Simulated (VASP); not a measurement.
# Ge (Fd-3m) in VASP: further runs

The runs below take Ge through single point, relaxation of the atoms, with PBEsol.

Program: VASP 6.6.1. These are calculated values, not measurements. Logs are shortened: lines on timing, memory, paths and dates and some standing lists are left out, and cuts for length are marked.

### 1 The cell of the first run

It takes space group Fd-3m (No. 227, cubic). The conventional cell has a = 5.619 Å, b = 5.619 Å, c = 5.619 Å, α = 90.00°, β = 90.00°, γ = 90.00°. Within 3.2 Å of Ge (site symmetry -43m) lie 4 Ge at 2.43 Å.

### 2 Single point, PBEsol (strained cell)

INCAR reads:

```
SYSTEM = Ge
ALGO = Normal
EDIFF = 1E-6
ENCUT = 520
GGA = PS
ISIF = 2
ISMEAR = 0
LASPH = .TRUE.
LCHARG = .TRUE.
LELF = .TRUE.
LREAL = .FALSE.
LVHAR = .TRUE.
LWAVE = .FALSE.
NBANDS = 21
NELM = 100
PREC = Accurate
SIGMA = 0.1
```

KPOINTS reads:

```
k-points
0
G
  12 12 12
  0 0 0
```

POSCAR reads:

```
Ge
1.0
    0.0000000000      2.8094867369      2.8094867369
    2.8094867369      0.0000000000      2.8094867369
    2.8094867369      2.8094867369      0.0000000000
Ge
2
Direct
    0.0000000000      0.0000000000      0.0000000000
    0.2500000000      0.2500000000      0.2500000000
```

Potentials or basis: VASP PAW PBE potentials, release 64 (Ge_d).

Command:

```bash
> cat potpaw_PBE.64/Ge_d/POTCAR > POTCAR
> mpirun -np 1 vasp_std > vasp.out
```

OUTCAR:

```text
SYSTEM = Ge
   EDIFF = 1E-6
   ENCUT = 520
   GGA = PS
   ISIF = 2
   ISMEAR = 0
   LASPH = .TRUE.
   LREAL = .FALSE.
   NELM = 100
   PREC = Accurate

 ion  position               nearest neighbor table
   1  0.000  0.000  0.000-   2 2.43   2 2.43   2 2.43   2 2.43
   2  0.250  0.250  0.250-   1 2.43   1 2.43   1 2.43   1 2.43

  LATTYP: Found a face centered cubic cell.
 ALAT       =     5.6189734738

  Lattice vectors:

 A1 = (   0.0000000000,   2.8094867369,   2.8094867369)
 A2 = (   2.8094867369,   0.0000000000,   2.8094867369)
 A3 = (   2.8094867369,   2.8094867369,   0.0000000000)

Analysis of symmetry for initial positions (statically):
=====================================================================
 Subroutine PRICEL returns:
 Original cell was already a primitive cell.

 Routine SETGRP: Setting up the symmetry group for a
 face centered cubic supercell.

 Subroutine GETGRP returns: Found 48 space group operations
 (whereof 24 operations were pure point group operations)
 out of a pool of 48 trial point group operations.

The static configuration has the point symmetry T_d .
 The point group associated with its full space group is O_h .

Analysis of symmetry for dynamics (positions and initial velocities):
=====================================================================
 Subroutine PRICEL returns:
 Original cell was already a primitive cell.

 Routine SETGRP: Setting up the symmetry group for a
 face centered cubic supercell.

 Subroutine GETGRP returns: Found 48 space group operations
 (whereof 24 operations were pure point group operations)
 out of a pool of 48 trial point group operations.

The dynamic configuration has the point symmetry T_d .
 The point group associated with its full space group is O_h .

 Subroutine INISYM returns: Found 48 space group operations
 (whereof 24 operations are pure point group operations),
 and found     1 'primitive' translations

----------------------------------------------------------------------------------------

                                     Primitive cell

  volume of cell :      44.3518

  direct lattice vectors                    reciprocal lattice vectors
     0.000000000  2.809486737  2.809486737    -0.177968450  0.177968450  0.177968450
     2.809486737  0.000000000  2.809486737     0.177968450 -0.177968450  0.177968450
     2.809486737  2.809486737  0.000000000     0.177968450  0.177968450 -0.177968450

  length of vectors
     3.973214247  3.973214247  3.973214247     0.308250398  0.308250398  0.308250398

  position of ions in fractional coordinates (direct lattice)
     0.000000000  0.000000000  0.000000000
     0.250000000  0.250000000  0.250000000

  ion indices of the primitive-cell ions
   primitive index   ion index
                 1           1
                 2           2

----------------------------------------------------------------------------------------

 KPOINTS: k-points

Automatic generation of k-mesh.
 Grid dimensions read from file:
 generate k-points for:   12   12   12

 Generating k-lattice:

  Cartesian coordinates                     Fractional coordinates (reciprocal lattice)
    -0.014830704  0.014830704  0.014830704     0.083333333  0.000000000  0.000000000
     0.014830704 -0.014830704  0.014830704     0.000000000  0.083333333  0.000000000
     0.014830704  0.014830704 -0.014830704     0.000000000  0.000000000  0.083333333

  Length of vectors
     0.025687533  0.025687533  0.025687533

  Shift w.r.t. Gamma in fractional coordinates (k-lattice)
     0.000000000  0.000000000  0.000000000

 Subroutine IBZKPT returns following result:
 ===========================================

 Found     72 irreducible k-points:

 Following reciprocal coordinates:
            Coordinates               Weight
  0.000000  0.000000  0.000000      1.000000
  0.083333  0.000000  0.000000      8.000000
  0.166667  0.000000  0.000000      8.000000
  0.250000  0.000000  0.000000      8.000000
  0.333333  0.000000  0.000000      8.000000
  0.416667  0.000000  0.000000      8.000000
[... 16 lines left out ...]
  0.500000  0.166667  0.000000     24.000000
 -0.416667  0.166667  0.000000     24.000000
 [... further k-points ...]
   k-points           NKPTS =     72   k-points in BZ     NKDIM =     72   number of bands    NBANDS=     21
   number of dos      NEDOS =    301   number of ions     NIONS =      2
   total plane-waves  NPLWV =  27000
   dimension x,y,z NGX =    30 NGY =   30 NGZ =   30
   dimension x,y,z NGXF=    60 NGYF=   60 NGZF=   60
   ions per type =               2
   NGX,Y,Z   is equivalent  to a cutoff of  12.55, 12.55, 12.55 a.u.
   NGXF,Y,Z  is equivalent  to a cutoff of  25.11, 25.11, 25.11 a.u.
 SYSTEM =  Ge
   PREC   = accura    normal or accurate (medium, high low for compatibility)
   ISTART =      0    job   : 0-new  1-cont  2-samecut
   ICHARG =      2    charge: 1-file 2-atom 10-const
   ISPIN  =      1    spin polarized calculation?
   LNONCOLLINEAR =      F non collinear calculations
   LSORBIT =      F    spin-orbit coupling
   LASPH  =      T    aspherical Exc in radial PAW
   ENCUT  =  520.0 eV  38.22 Ry    6.18 a.u.   7.39  7.39  7.39*2*pi/ulx,y,z
   NELM   =    100;   NELMIN=  2; NELMDL= -5     # of ELM steps
   EDIFF  = 0.1E-05   stopping-criterion for ELM
   LREAL  =      F    real-space projection
   EDIFFG = 0.1E-04   stopping-criterion for IOM
   NSW    =      0    number of steps for IOM
   IBRION =     -1    ionic relax: 0-MD 1-quasi-New 2-CG
   NFREE  =      0    steps in history (QN), initial steepest desc. (CG)
   ISIF   =      2    stress and relaxation
   ISYM   =      2    0-nonsym 1-usesym 2-fastsym
   POTIM  = 0.5000    time-step for ionic-motion
   TEBEG  =    0.0;   TEEND  =   0.0 temperature during run
   PSTRESS=    0.0 pullay stress
   NELECT =      28.0000    total number of electrons
   NUPDOWN=      -1.0000    fix difference up-down
   EMIN   =  10.00;   EMAX   =-10.00  energy-range for DOS
   EFERMI =   0.00;   METHOD = LEGACY
   ISMEAR =     0;   SIGMA  =   0.10  broadening in eV -4-tet -1-fermi 0-gaus
   EFERMI_NEDOS =   21; number of points for ismear=-14 and -15
   IALGO  =     38    algorithm
   IMIX   =      4    mixing-type and parameters
     AMIX     =   0.40;   BMIX     =  1.00
     AMIX_MAG =   1.60;   BMIX_MAG =  1.00
  volume/ion in A,a.u.               =      22.18       149.65
  Fermi-wavevector in a.u.,A,eV,Ry     =   1.404399  2.653929 26.835269  1.972337
  Thomas-Fermi vector in A             =   2.526965
   LORBIT       =      0    0 simple, 1 ext, 2 COOP (PROOUT), +10 PAW based schemes
   GGA     = PS    functional components
   LHFCALC =     F    Hartree Fock is set to
   AEXX    =    0.0000 exact exchange contribution
   IVDW    =     0    specifies the selected vdW correction
   LEPSILON=     F    determine dielectric tensor
   LRPA    =     F    only Hartree local field effects (RPA)
 non-spin polarized calculation
 Gauss-broadening in eV      SIGMA  =   0.10
  energy-cutoff  :      520.00
  volume of cell :       44.35
 maximum number of plane-waves:      1243
 NGX is ok and might be reduce to    30
   NGX = 15   NGY = 15   NGZ = 15

 number of electron      28.0000033 magnetization

 Free energy of the ion-electron system (eV)
  ---------------------------------------------------
  ext. energy  EPLUGINS =         0.00000000
  ---------------------------------------------------
  free energy    TOTEN  =        -9.86520231 eV

  energy without entropy =       -9.86507943  energy(sigma->0) =       -9.86514087

 E-fermi :   5.1437     XC(G=0): -10.2273

 val. band max:        5.0646499783   @ k =   0.0000   0.0000   0.0000
 cond. band min:       5.2476795512   @ k =   0.0000   0.0000   0.0000
 fundamental gap:      0.1830295729
 Fermi energy:         5.1436532575

 k-point     1 :       0.0000    0.0000    0.0000
  band No.  band energies     occupation
      1     -19.7277      2.00000
      2     -19.7277      2.00000
      3     -19.7277      2.00000
      4     -19.6895      2.00000
      5     -19.6895      2.00000
      6     -19.4658      2.00000
[... 13 lines left out ...]
     20      14.6022      0.00000
     21      14.6022      0.00000

 k-point     2 :       0.0833    0.0000    0.0000
  band No.  band energies     occupation
      1     -19.7323      2.00000
      2     -19.7323      2.00000
      3     -19.7265      2.00000
      4     -19.6833      2.00000
      5     -19.6833      2.00000
      6     -19.4727      2.00000
[... 13 lines left out ...]
     20      13.9823      0.00000
     21      13.9823      0.00000

 k-point     3 :       0.1667    0.0000    0.0000
  band No.  band energies     occupation
      1     -19.7404      2.00000
      2     -19.7404      2.00000
      3     -19.7232      2.00000
      4     -19.6709      2.00000
      5     -19.6709      2.00000
      6     -19.4833      2.00000
[... 13 lines left out ...]
     20      13.3984      0.00000
     21      13.3984      0.00000

 k-point     4 :       0.2500    0.0000    0.0000
  band No.  band energies     occupation
      1     -19.7470      2.00000
      2     -19.7470      2.00000
      3     -19.7186      2.00000
      4     -19.6590      2.00000
      5     -19.6590      2.00000
      6     -19.4923      2.00000
[... 13 lines left out ...]
     20      13.3810      0.00000
     21      13.3810      0.00000

 k-point     5 :       0.3333    0.0000    0.0000
  band No.  band energies     occupation
      1     -19.7511      2.00000
      2     -19.7511      2.00000
      3     -19.7139      2.00000
      4     -19.6506      2.00000
      5     -19.6506      2.00000
      6     -19.4981      2.00000
[... 13 lines left out ...]
     20      14.0467      0.00000
     21      14.0467      0.00000

 k-point     6 :       0.4167    0.0000    0.0000
  band No.  band energies     occupation
      1     -19.7530      2.00000
      2     -19.7530      2.00000
      3     -19.7105      2.00000
      4     -19.6462      2.00000
      5     -19.6462      2.00000
      6     -19.5007      2.00000
[... 13 lines left out ...]
     20      15.2401      0.00000
     21      15.2401      0.00000

 k-point     7 :       0.5000    0.0000    0.0000
  band No.  band energies     occupation
      1     -19.7535      2.00000
      2     -19.7535      2.00000
      3     -19.7092      2.00000
      4     -19.6450      2.00000
      5     -19.6450      2.00000
      6     -19.5013      2.00000
[... 13 lines left out ...]
     20      16.3400      0.00000
     21      16.3403      0.00000
[... 291 lines left out ...]
      1     -19.7491      2.00000
      2     -19.7431      2.00000
      3     -19.7291      2.00000
      4     -19.6624      2.00000
      5     -19.6342      2.00000
      6     -19.5361      2.00000
[... 13 lines left out ...]
     20      14.3084      0.00000
     21      15.0671      0.00000

 k-point    21 :       0.3333    0.1667    0.0000
  band No.  band energies     occupation
      1     -19.7594      2.00000
      2     -19.7487      2.00000
      3     -19.7167      2.00000
      4     -19.6508      2.00000
      5     -19.6224      2.00000
      6     -19.5466      2.00000
[... 13 lines left out ...]
     20      14.7378      0.00000
     21      15.3908      0.00000

 k-point    22 :       0.4167    0.1667    0.0000
  band No.  band energies     occupation
      1     -19.7671      2.00000
      2     -19.7534      2.00000
      3     -19.7032      2.00000
      4     -19.6399      2.00000
      5     -19.6179      2.00000
      6     -19.5485      2.00000
[... 13 lines left out ...]
     20      15.3792      0.00000
     21      16.2927      0.00000

 k-point    23 :       0.5000    0.1667    0.0000
  band No.  band energies     occupation
      1     -19.7712      2.00000
      2     -19.7572      2.00000
      3     -19.6917      2.00000
      4     -19.6306      2.00000
      5     -19.6218      2.00000
      6     -19.5410      2.00000
[... 13 lines left out ...]
     20      16.1211      0.00000
     21      16.3635      0.00000

 k-point    24 :      -0.4167    0.1667    0.0000
  band No.  band energies     occupation
      1     -19.7714      2.00000
      2     -19.7599      2.00000
      3     -19.6855      2.00000
      4     -19.6316      2.00000
      5     -19.6237      2.00000
      6     -19.5265      2.00000
[... 13 lines left out ...]
     20      14.7705      0.00000
     21      15.3738      0.00000

 [... further k-points ...]

------------------------ aborting loop because EDIFF is reached ----------------------------------------

  FORCE on cell =-STRESS in cart. coord.  units (eV):
  Direction    XX          YY          ZZ          XY          YZ          ZX
  --------------------------------------------------------------------------------------
  -------------------------------------------------------------------------------------
  Total        0.4761255      0.4761255      0.4761255      0.0000000      0.0000000      0.0000000
  in kB       17.1997075     17.1997075     17.1997075      0.0000000      0.0000000      0.0000000
  external PRESSURE =      17.1997075 kB  Pullay stress =       0.0000000 kB

 VOLUME and BASIS-vectors are now :
 -----------------------------------------------------------------------------
  energy-cutoff  :      520.00
  volume of cell :       44.35
      direct lattice vectors                 reciprocal lattice vectors
     0.000000000  2.809486737  2.809486737    -0.177968450  0.177968450  0.177968450
     2.809486737  0.000000000  2.809486737     0.177968450 -0.177968450  0.177968450
     2.809486737  2.809486737  0.000000000     0.177968450  0.177968450 -0.177968450

 POSITION                                       TOTAL-FORCE (eV/Angst)
 -----------------------------------------------------------------------------------
      0.00000      0.00000      0.00000         0.000000      0.000000      0.000000
      1.40474      1.40474      1.40474        -0.000000     -0.000000     -0.000000
 -----------------------------------------------------------------------------------
    total drift:                                0.000000      0.000000      0.000000

  FREE ENERGIE OF THE ION-ELECTRON SYSTEM (eV)
  ---------------------------------------------------
  free  energy   TOTEN  =        -9.8652023080 eV

  energy  without entropy=       -9.8650794302  energy(sigma->0) =       -9.86514087
```

It took 1.9 min on 1 thread of AMD EPYC 7R13, shared host; peak memory 0.16 GiB.

Results:

```yaml
Free_energy: -9.8652 eV
Pressure: 1.7 GPa
Band_gap_on_the_k_mesh: 0.18 eV, direct
```

Levels at points of the mesh, in eV from the valence-band top:
| k point | band 11 | band 12 | band 13 | band 14 | band 15 | band 16 | band 17 | band 18 |
| --- | --- | --- | --- | --- | --- | --- | --- | --- |
| (0.00, 0.00, 0.00) | -12.96 | 0.00 | 0.00 | 0.00 | 0.18 | 2.54 | 2.54 | 2.54 |
| (0.50, 0.00, 0.00) | -10.81 | -7.73 | -1.44 | -1.44 | 0.19 | 3.72 | 3.72 | 6.97 |
| (0.50, 0.50, 0.00) | -8.98 | -8.98 | -3.16 | -3.16 | 0.64 | 0.64 | 9.66 | 9.66 |

Caveat: the cell differs from its parent crystal (strained cell); the PAW data sets were made with another functional, which shifts forces and pressure a little.

(Part 1 of 2 ends here.)
